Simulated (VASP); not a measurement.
# Na (Cmce) in VASP: relaxation of cell and atoms with PBEsol

Aim: the relaxation of cell and atoms of Na with PBEsol.

All numbers are computed with VASP 6.6.1; they aren't measurements. Logs are shortened: lines on timing, memory, paths and dates and some standing lists are left out, and cuts for length are marked.

## 1. The cell of the first run

The structure is orthorhombic, space group Cmce (No. 64). Conventional cell: a = 7.034 Å, b = 4.649 Å, c = 9.482 Å, α = 90.00°, β = 90.00°, γ = 90.00°. Na (site symmetry m) has 3 Na at 2.62 to 3.43 Å within 3.5 Å.

## 2. Relaxation of cell and atoms, PBEsol

The input, INCAR:

```
ALGO     = Normal         # electronic algorithm
EDIFF    = 1E-6           # SCF threshold, eV
EDIFFG   = -0.04          # ionic threshold
ENCUT    = 600            # plane-wave cutoff, eV
GGA      = PS             # functional
IBRION   = 2              # ionic algorithm
ISIF     = 3              # what is computed and relaxed
ISMEAR   = 0              # smearing method
LASPH    = True           # aspherical terms in the spheres
LCHARG   = False          # write CHGCAR
LREAL    = False          # projectors in reciprocal space
LWAVE    = False          # write WAVECAR
NELM     = 100            # most SCF steps
NSW      = 90             # ionic steps
PREC     = Accurate       # precision mode
SIGMA    = 0.1            # smearing width, eV
```

The input, KPOINTS:

```
k-points
0
Gamma
  4 4 2
```

The input, POSCAR:

```
Na
1.0
    3.5168155711     -2.3243460598      0.0000000000
    3.5168155711      2.3243460598      0.0000000000
    0.0000000000      0.0000000000      9.4815868465
Na
4
Direct
    0.8500000000      0.1500000000      0.1170000000
    0.6500000000      0.3500000000      0.6170000000
    0.1500000000      0.8500000000      0.8830000000
    0.3500000000      0.6500000000      0.3830000000
```

Potentials or basis: VASP PAW PBE potentials, release 64 (Na_pv).

Run with:

```
> cat potpaw_PBE.64/Na_pv/POTCAR > POTCAR
> mpirun -np 1 vasp_std > vasp.out
```

OUTCAR:

```text
EDIFF = 1E-6
   EDIFFG = -0.04
   ENCUT = 600
   GGA = PS
   IBRION = 2
   ISIF = 3
   ISMEAR = 0
   LASPH = True
   LREAL = False
   NELM = 100
   NSW = 90
   PREC = Accurate

 ion  position               nearest neighbor table
   1  0.850  0.150  0.117-   3 2.62
   2  0.650  0.350  0.617-   4 2.62
   3  0.150  0.850  0.883-   1 2.62
   4  0.350  0.650  0.383-   2 2.62

  LATTYP: Found a base centered orthorhombic cell.
 ALAT       =     4.6486921196
 B/A-ratio  =     1.5130344108
 C/A-ratio  =     2.0396246089

  Lattice vectors:

 A1 = (  -3.5168155711,  -2.3243460598,   0.0000000000)
 A2 = (   3.5168155711,  -2.3243460598,   0.0000000000)
 A3 = (   0.0000000000,   0.0000000000,   9.4815868465)

Analysis of symmetry for initial positions (statically):
=====================================================================
 Subroutine PRICEL returns:
 Original cell was already a primitive cell.

 Routine SETGRP: Setting up the symmetry group for a
 base centered orthorhombic supercell.

 Subroutine GETGRP returns: Found  8 space group operations
 (whereof  4 operations were pure point group operations)
 out of a pool of  8 trial point group operations.

The static configuration has the point symmetry C_2h.
 The point group associated with its full space group is D_2h.

Analysis of symmetry for dynamics (positions and initial velocities):
=====================================================================
 Subroutine PRICEL returns:
 Original cell was already a primitive cell.

 Routine SETGRP: Setting up the symmetry group for a
 base centered orthorhombic supercell.

 Subroutine GETGRP returns: Found  8 space group operations
 (whereof  4 operations were pure point group operations)
 out of a pool of  8 trial point group operations.

The dynamic configuration has the point symmetry C_2h.
 The point group associated with its full space group is D_2h.

 Subroutine INISYM returns: Found  8 space group operations
 (whereof  4 operations are pure point group operations),
 and found     1 'primitive' translations

----------------------------------------------------------------------------------------

                                     Primitive cell

  volume of cell :     155.0106

  direct lattice vectors                    reciprocal lattice vectors
     3.516815571 -2.324346060  0.000000000     0.142174075 -0.215114267  0.000000000
     3.516815571  2.324346060  0.000000000     0.142174075  0.215114267  0.000000000
     0.000000000  0.000000000  9.481586847     0.000000000  0.000000000  0.105467578

  length of vectors
     4.215516145  4.215516145  9.481586847     0.257851926  0.257851926  0.105467578

  position of ions in fractional coordinates (direct lattice)
     0.850000000  0.150000000  0.117000000
     0.650000000  0.350000000  0.617000000
     0.150000000  0.850000000  0.883000000
     0.350000000  0.650000000  0.383000000

  ion indices of the primitive-cell ions
   primitive index   ion index
                 1           1
                 2           2
                 3           3
                 4           4

----------------------------------------------------------------------------------------

 KPOINTS: k-points

Automatic generation of k-mesh.
 Grid dimensions read from file:
 generate k-points for:    4    4    2

 Generating k-lattice:

  Cartesian coordinates                     Fractional coordinates (reciprocal lattice)
     0.035543519 -0.053778567  0.000000000     0.250000000  0.000000000  0.000000000
     0.035543519  0.053778567  0.000000000     0.000000000  0.250000000  0.000000000
     0.000000000  0.000000000  0.052733789     0.000000000  0.000000000  0.500000000

  Length of vectors
     0.064462981  0.064462981  0.052733789

  Shift w.r.t. Gamma in fractional coordinates (k-lattice)
     0.000000000  0.000000000  0.000000000

 Subroutine IBZKPT returns following result:
 ===========================================

 Found     14 irreducible k-points:

 Following reciprocal coordinates:
            Coordinates               Weight
  0.000000  0.000000  0.000000      1.000000
  0.250000  0.000000  0.000000      4.000000
  0.500000  0.000000  0.000000      2.000000
  0.250000  0.250000  0.000000      2.000000
  0.500000  0.250000  0.000000      4.000000
 -0.250000  0.250000  0.000000      2.000000
  0.500000  0.500000  0.000000      1.000000
  0.000000  0.000000  0.500000      1.000000
  0.250000  0.000000  0.500000      4.000000
  0.500000  0.000000  0.500000      2.000000
  0.250000  0.250000  0.500000      2.000000
  0.500000  0.250000  0.500000      4.000000
 -0.250000  0.250000  0.500000      2.000000
  0.500000  0.500000  0.500000      1.000000
   k-points           NKPTS =     14   k-points in BZ     NKDIM =     14   number of bands    NBANDS=     18
   number of dos      NEDOS =    301   number of ions     NIONS =      4
   total plane-waves  NPLWV = 103680
   dimension x,y,z NGX =    36 NGY =   36 NGZ =   80
   dimension x,y,z NGXF=    72 NGYF=   72 NGZF=  160
   ions per type =               4
   NGX,Y,Z   is equivalent  to a cutoff of  14.20, 14.20, 14.03 a.u.
   NGXF,Y,Z  is equivalent  to a cutoff of  28.39, 28.39, 28.05 a.u.
 SYSTEM =  unknown system
   PREC   = accura    normal or accurate (medium, high low for compatibility)
   ISTART =      0    job   : 0-new  1-cont  2-samecut
   ICHARG =      2    charge: 1-file 2-atom 10-const
   ISPIN  =      1    spin polarized calculation?
   LNONCOLLINEAR =      F non collinear calculations
   LSORBIT =      F    spin-orbit coupling
   LASPH  =      T    aspherical Exc in radial PAW
   ENCUT  =  600.0 eV  44.10 Ry    6.64 a.u.   8.42  8.42 18.94*2*pi/ulx,y,z
   NELM   =    100;   NELMIN=  2; NELMDL= -5     # of ELM steps
   EDIFF  = 0.1E-05   stopping-criterion for ELM
   LREAL  =      F    real-space projection
   EDIFFG = -.4E-01   stopping-criterion for IOM
   NSW    =     90    number of steps for IOM
   IBRION =      2    ionic relax: 0-MD 1-quasi-New 2-CG
   NFREE  =      1    steps in history (QN), initial steepest desc. (CG)
   ISIF   =      3    stress and relaxation
   ISYM   =      2    0-nonsym 1-usesym 2-fastsym
   POTIM  = 0.5000    time-step for ionic-motion
   TEBEG  =    0.0;   TEEND  =   0.0 temperature during run
   PSTRESS=    0.0 pullay stress
   NELECT =      28.0000    total number of electrons
   NUPDOWN=      -1.0000    fix difference up-down
   EMIN   =  10.00;   EMAX   =-10.00  energy-range for DOS
   EFERMI =   0.00;   METHOD = LEGACY
   ISMEAR =     0;   SIGMA  =   0.10  broadening in eV -4-tet -1-fermi 0-gaus
   EFERMI_NEDOS =   21; number of points for ismear=-14 and -15
   IALGO  =     38    algorithm
   IMIX   =      4    mixing-type and parameters
     AMIX     =   0.40;   BMIX     =  1.00
     AMIX_MAG =   1.60;   BMIX_MAG =  1.00
  volume/ion in A,a.u.               =      38.75       261.52
  Fermi-wavevector in a.u.,A,eV,Ry     =   0.925423  1.748796 11.652139  0.856408
  Thomas-Fermi vector in A             =   2.051276
   LORBIT       =      0    0 simple, 1 ext, 2 COOP (PROOUT), +10 PAW based schemes
   GGA     = PS    functional components
   LHFCALC =     F    Hartree Fock is set to
   AEXX    =    0.0000 exact exchange contribution
   IVDW    =     0    specifies the selected vdW correction
   LEPSILON=     F    determine dielectric tensor
   LRPA    =     F    only Hartree local field effects (RPA)
 conjugate gradient relaxation of ions
 non-spin polarized calculation
 Gauss-broadening in eV      SIGMA  =   0.10
  energy-cutoff  :      600.00
  volume of cell :      155.01
 maximum number of plane-waves:      5203
 NGX is ok and might be reduce to    36
   NGX = 17   NGY = 17   NGZ = 37

--------------------------------------- Ionic step        1  -------------------------------------------

 number of electron      28.0000005 magnetization

 Free energy of the ion-electron system (eV)
  ---------------------------------------------------
  ext. energy  EPLUGINS =         0.00000000
  ---------------------------------------------------
  free energy    TOTEN  =        -4.84346093 eV

  energy without entropy =       -4.83191453  energy(sigma->0) =       -4.83768773

------------------------ aborting loop because EDIFF is reached ----------------------------------------

  FORCE on cell =-STRESS in cart. coord.  units (eV):
  Direction    XX          YY          ZZ          XY          YZ          ZX
  --------------------------------------------------------------------------------------
  -------------------------------------------------------------------------------------
  Total       -2.2324931      0.6434241      2.2785415      0.0000000      0.0000000      0.0000000
  in kB      -23.0748716      6.6503802     23.5508246      0.0000000      0.0000000      0.0000000
  external PRESSURE =       2.3754444 kB  Pullay stress =       0.0000000 kB
[... 61 lines left out ...]
  energy  without entropy=       -5.0442946227  energy(sigma->0) =       -5.04802018

--------------------------------------- Ionic step        3  -------------------------------------------

 number of electron      28.0000012 magnetization

 E-fermi :  -0.0030     XC(G=0):  -6.3352

 val. band max:       -0.0627764413   @ k =   0.5000   0.0000   0.5000
 cond. band min:       0.0891853666   @ k =  -0.2500   0.2500   0.0000
 fundamental gap:      0.1519618079
 Fermi energy:        -0.0030455207

 k-point     1 :       0.0000    0.0000    0.0000
  band No.  band energies     occupation
      1     -24.8820      2.00000
      2     -24.8705      2.00000
      3     -24.8173      2.00000
      4     -24.8118      2.00000
      5     -24.8051      2.00000
      6     -24.7986      2.00000
[... 10 lines left out ...]
     17       2.9238      0.00000
     18       6.4825      0.00000
[... 302 lines left out ...]
  FREE ENERGIE OF THE ION-ELECTRON SYSTEM (eV)
  ---------------------------------------------------
  free  energy   TOTEN  =        -5.2791245583 eV

  energy  without entropy=       -5.2675651347  energy(sigma->0) =       -5.27334485

[... ionic steps 4 to 18 ...]

--------------------------------------- Ionic step       19  -------------------------------------------

 number of electron      27.9999981 magnetization

------------------------ aborting loop because EDIFF is reached ----------------------------------------

  FORCE on cell =-STRESS in cart. coord.  units (eV):
  Direction    XX          YY          ZZ          XY          YZ          ZX
  --------------------------------------------------------------------------------------
  -------------------------------------------------------------------------------------
  Total        0.0790916     -0.0529082     -0.0920502      0.0000000     -0.0000000      0.0000000
  in kB        0.8675991     -0.5803792     -1.0097483      0.0000000     -0.0000000      0.0000000
  external PRESSURE =      -0.2408428 kB  Pullay stress =       0.0000000 kB
[... 61 lines left out ...]
  energy  without entropy=       -5.5309109118  energy(sigma->0) =       -5.53436931

--------------------------------------- Ionic step       21  -------------------------------------------

 number of electron      27.9999991 magnetization

 Free energy of the ion-electron system (eV)
  ---------------------------------------------------
  ext. energy  EPLUGINS =         0.00000000
  ---------------------------------------------------
  free energy    TOTEN  =        -5.54014242 eV

  energy without entropy =       -5.53243251  energy(sigma->0) =       -5.53628746

 E-fermi :   0.1858     XC(G=0):  -6.5872

 val. band max:        0.1179007386   @ k =   0.5000   0.2500   0.0000
 cond. band min:       0.4801302927   @ k =   0.5000   0.2500   0.5000
 fundamental gap:      0.3622295541
 Fermi energy:         0.1858206731

 k-point     1 :       0.0000    0.0000    0.0000
  band No.  band energies     occupation
      1     -24.3966      2.00000
      2     -24.3855      2.00000
      3     -24.3832      2.00000
      4     -24.3809      2.00000
      5     -24.3799      2.00000
      6     -24.3735      2.00000
[... 10 lines left out ...]
     17       4.0467      0.00000
     18       5.7038      0.00000
[... 302 lines left out ...]
  FREE ENERGIE OF THE ION-ELECTRON SYSTEM (eV)
  ---------------------------------------------------
  free  energy   TOTEN  =        -5.5401424213 eV

  energy  without entropy=       -5.5324325071  energy(sigma->0) =       -5.53628746

 reached required accuracy - stopping structural energy minimisation
```

It took 9.6 min on 1 thread of Intel Xeon 8259CL, shared host; peak memory 0.32 GiB.

What came out:

```yaml
Free_energy: -5.5401 eV
Relaxed_volume: 35.89 Å³/atom
Relaxed_cell: a = 3.945 Å, b = 3.945 Å, c = 9.224 Å, α = 90.00°, β = 90.00°, γ = 89.22°
Space_group_after_relaxing_to_0.1_Å: I4/mmm (No. 139)
Energy_gained_by_relaxing: 174.2 meV/atom
Ionic_steps: 21
Pressure_after_relaxing: 0.1 GPa
Largest_force_after_relaxing: 0.024 eV/Å
Band_gap_on_the_k_mesh: zero (bands 14 and 15 overlap by 3.06 eV)
```

Forces on the atoms (eV/Å):
```
Na   0.000  0.007  0.023
Na   0.000 -0.007  0.023
Na   0.000 -0.007 -0.023
Na   0.000  0.007 -0.023
```

The path:
```csv
step,energy change (eV),largest force (eV/Å),pressure (GPa),volume (Å³)
1,0.0000,0.7632,0.24,155.01
2,-0.2083,0.5646,0.00,156.18
3,-0.4357,0.2839,-0.30,157.80
4,-0.5198,0.1421,-0.37,158.20
5,-0.5233,0.1217,-0.35,158.49
6,-0.5257,0.1252,-0.39,158.45
7,-0.5444,0.1276,-0.22,154.19
8,-0.5638,0.1310,0.09,147.22
9,-0.5437,0.1344,0.95,133.77
10,-0.5666,0.1339,0.26,143.60
11,-0.5848,0.1195,0.29,144.13
12,-0.6178,0.1021,0.08,145.53
13,-0.6240,0.1044,0.09,146.11
14,-0.6432,0.1284,0.02,147.07
15,-0.6160,0.2386,-0.03,148.22
16,-0.6532,0.1445,-0.04,147.49
17,-0.6730,0.1308,-0.05,147.45
18,-0.6754,0.1257,-0.07,147.37
19,-0.6871,0.0893,-0.02,146.06
20,-0.6944,0.0220,0.22,142.06
21,-0.6967,0.0242,0.07,143.55
```

Final structure:
```
Na
1.0
     2.80860   -2.77058    0.00000
     2.80860    2.77058    0.00000
     0.00000    0.00000    9.22368
Na
4
Cartesian
  2.8086 -1.3969 1.1397
  2.8086 -1.3737 5.7515
  2.8086 1.3969 8.0840
  2.8086 1.3737 3.4721
```

Levels at points of the mesh, in eV from the Fermi level:
```csv
k point,band 12,band 13,band 14,band 15,band 16,band 17
"(0.00, 0.00, 0.00)",-24.55,-3.13,-1.35,-1.32,3.56,3.86
"(0.50, 0.00, 0.00)",-24.55,-0.69,-0.69,0.82,0.82,1.29
"(0.50, 0.50, 0.00)",-24.55,1.34,1.46,1.90,2.03,2.93
"(0.00, 0.00, 0.50)",-24.55,-2.68,-2.68,0.83,0.83,5.96
"(0.50, 0.00, 0.50)",-24.55,-0.26,-0.26,-0.26,-0.26,3.18
"(0.50, 0.50, 0.50)",-24.56,1.74,1.74,1.86,1.86,2.31
```

Caveat: the k points lie up to 0.40 Å⁻¹ apart in the final cell, too coarse for converged energies and pressures of a metal; the PAW data sets were made with another functional, which shifts forces and pressure a little.

The gap in the log of VASP goes by the Fermi energy; the results here count the filled bands.